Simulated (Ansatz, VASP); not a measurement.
## ZnCu2SnS4 in VASP and in Ansatz

Contents of INCAR:

```
PREC = Accurate
ENCUT = 520
EDIFF = 1E-6
ISMEAR = 0
SIGMA = 0.01
LREAL = False
LASPH = True
NELM = 80
ALGO = Normal
ISIF = 2
LWAVE = False
LCHARG = True
GGA = PE
LELF = True
LVHAR = True
NBANDS = 46
```

Contents of KPOINTS:

```
regular mesh
0
Gamma
  6 6 6
```

The input POSCAR:

```
ZnCu2SnS4
1.0
   -2.7877053868      2.7877053868      5.5657665093
    2.7877053868     -2.7877053868      5.5657665093
    2.7877053868      2.7877053868     -5.5657665093
Zn Cu Sn S
1 2 1 4
Direct
    0.2500000000      0.7500000000      0.5000000000
    0.0000000000      0.0000000000      0.0000000000
    0.7500000000      0.2500000000      0.5000000000
    0.5000000000      0.5000000000      0.0000000000
    0.3716100000      0.8844100000      0.9996000000
    0.1155900000      0.1151900000      0.4872000000
    0.8848100000      0.3720100000      0.0004000000
    0.6279900000      0.6283900000      0.5128000000
```

Input for Ansatz:

```yaml
crystal:
  lattice:
    - [-2.7877053868291517, 2.7877053868291517, 5.565766509319047]
    - [2.7877053868291517, -2.7877053868291517, 5.565766509319047]
    - [2.7877053868291517, 2.7877053868291517, -5.565766509319047]
  atoms:
    - { symbol: Zn, position: [0.25, 0.75, 0.5] }
    - { symbol: Cu, position: [0.0, 0.0, 0.0] }
    - { symbol: Cu, position: [0.75, 0.25, 0.5] }
    - { symbol: Sn, position: [0.5, 0.5, 0.0] }
    - { symbol: S, position: [0.37161, 0.88441, 0.9996] }
    - { symbol: S, position: [0.11559, 0.11519, 0.4872] }
    - { symbol: S, position: [0.88481, 0.37201, 0.0004] }
    - { symbol: S, position: [0.62799, 0.62839, 0.5128] }
basis:
  ecutwfc: 510.0
kpoints:
  mp_grid:
    grid: [6, 6, 6]
hamiltonian:
  xc: pbe
  pseudopotentials:
    kind: paw
scf:
  occupations:
    method: fixed
output:
  stress: true
```

Alike in both runs: task single point; functional PBE; k mesh 6 × 6 × 6; no spin polarisation.

|  | VASP | Ansatz |
| --- | --- | --- |
| version | VASP 6.6.1 | Ansatz 0.2.0 |
| potentials or method | VASP PAW PBE potentials, release 64 (Zn, Cu, Sn_d, S), cutoff 520 eV | plane waves, PAW |
| occupations | gaussian, width 0.01 eV | fixed |
| valence electrons in the cell | 72 | 88 |

VASP gave:

* pressure (GPa): -2.9
* traceless stress, the component that is largest in VASP (GPa): -0.07

Q: What did Ansatz give for the same quantities?

A: Pressure (GPa): -3.0; traceless stress, the component that is largest in VASP (GPa): -0.07.

VASP's potentials hold 72 valence electrons a cell and Ansatz's 88, so a difference there can come from the potentials and not from the codes.
